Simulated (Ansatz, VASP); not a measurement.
# Two plane-wave programs on Re

```xyz
4
Lattice="2.7664 0.0000 0.0000 -1.3832 2.3958 0.0000 0.0000 0.0000 8.9388" Properties=species:S:1:pos:R:3 pbc="T T T"
Re    1.3832    0.7986    6.7041
Re    0.0000    0.0000    4.4694
Re    0.0000    1.5972    2.2347
Re    0.0000    0.0000    0.0000
```

Alike in both runs: task single point; functional PBE; k mesh 11 × 11 × 3; occupations gaussian, width 0.015 eV; no spin polarisation.

|  | VASP | Ansatz |
| --- | --- | --- |
| version | VASP 6.6.1 | Ansatz 0.2.0 |
| potentials or method | VASP PAW PBE potentials, release 64 (Re) | Ansatz PAW |
| plane-wave cutoff (eV) | 520 | 420 |
| valence electrons in the cell | 28 | 60 |

Ansatz gave:

* gap on the k mesh at the Fermi level (eV): none
* pressure (GPa): 3.4
* traceless stress, the component that is largest in VASP (GPa): 0.46

Problem. What did VASP give for the same quantities?

Solution. gap on the k mesh at the Fermi level (eV): none; pressure (GPa): 2.9; traceless stress, the component that is largest in VASP (GPa): 0.47.

A gap of «none» marks a metal or a gap that the smearing closes. VASP's potentials hold 28 valence electrons a cell and Ansatz's 60, so a difference there can come from the potentials and not from the codes.

Neither program's run includes spin-orbit coupling.
